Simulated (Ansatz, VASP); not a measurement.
# HfMoC2: VASP beside Ansatz

```
CELL_PARAMETERS angstrom
3.19142 0.00000 0.00000
0.00000 3.19142 0.00000
0.00000 0.00000 4.48516
ATOMIC_POSITIONS crystal
Hf 0.00000 0.00000 0.00000
Mo 0.50000 0.50000 0.50000
C 0.50000 0.50000 0.00000
C 0.00000 0.00000 0.50000
```

Alike in both runs: task relaxation of cell and atoms; functional r2SCAN; k mesh 8 × 8 × 6; occupations fermi-dirac, width 0.05 eV; no spin polarisation.

|  | VASP | Ansatz |
| --- | --- | --- |
| version | VASP 6.6.1 | Ansatz 0.2.0 |
| potentials or method | VASP PAW PBE potentials, release 64 (Hf_pv, Mo_sv, C) | Ansatz PAW |
| plane-wave cutoff (eV) | 600 | 500 |
| valence electrons in the cell | 32 | 48 |

VASP gave:

| Item | Value |
| --- | --- |
| gap on the k mesh at the Fermi level, each at its own relaxed structure (eV) | none |
| relaxed volume (Å³/atom) | 11.29 |
| relaxed cell length with the largest relative difference (Å) | 3.189 |

Problem. Estimate Ansatz's values.

Solution. gap on the k mesh at the Fermi level, each at its own relaxed structure (eV): none; relaxed volume (Å³/atom): 11.30; relaxed cell length with the largest relative difference (Å): 3.190.

VASP's potentials were made for PBE, not for r2SCAN. A gap of «none» marks a metal or a gap that the smearing closes. VASP's potentials hold 32 valence electrons a cell and Ansatz's 48, so a difference there can come from the potentials and not from the codes.

Neither program's run includes spin-orbit coupling. Noted on Ansatz's run: the plane-wave basis is chosen anew once the cell has moved, so the energies of steps on either side of that aren't comparable.
